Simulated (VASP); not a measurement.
Set up this calculation in VASP 6.6.1, as the native input.

```yaml
Task: single point
Functional: PBEsol
Potentials_or_basis: VASP PAW PBE potentials, release 64 (Bi_d, Te)
Cutoff: 520 eV
k_mesh: 18 × 18 × 18
Occupations: gaussian, width 0.15 eV
Spin: no spin polarisation
Dipole_correction: no
Further_INCAR_settings: ALGO = Normal; EDIFF = 1e-06; NBANDS = 18
```

The structure of BiTe lies in POSCAR:

```
BiTe
1.0
    2.3992465521      1.3852056427      3.1951106400
   -2.3992465521      1.3852056427      3.1951106400
    0.0000000000     -2.7704112854      3.1951106400
Bi Te
1 1
Direct
    0.5000000000      0.5000000000      0.5000000000
    0.0000000000      0.0000000000      0.0000000000
```

These files were run (other wordings do the same):

INCAR

```
ALGO = Normal ; EDIFF = 1E-6
ENCUT = 520 ; GGA = PS
ISIF = 2 ; ISMEAR = 0
LASPH = T ; LCHARG = T
LELF = T ; LREAL = F
LVHAR = T ; LWAVE = F
NBANDS = 18 ; NELM = 80
PREC = Accurate ; SIGMA = 0.15
```

KPOINTS

```
k-points
0
Gamma
  18 18 18
```

Potentials or basis: VASP PAW PBE potentials, release 64 (Bi_d, Te).

Command:

```console
$ cat potpaw_PBE.64/Bi_d/POTCAR potpaw_PBE.64/Te/POTCAR > POTCAR
$ mpirun -np 1 vasp_std > vasp.out
```

Results of the run:

The pressure is 0.0 GPa and the band gap on the k mesh is zero (an odd number of electrons rules out a gap without spin polarisation).

Caveat: the PAW data sets were made with another functional, which shifts forces and pressure a little; spin-orbit coupling is left out, which moves the levels of the heavy elements; an odd number of electrons without spin polarisation forces a metal; a magnetic or distorted state may lie lower.

Run time: 2.4 min on 1 thread of Intel(R) Xeon(R) 6975P-C (Granite Rapids), on a shared host, peak memory 0.71 GiB.
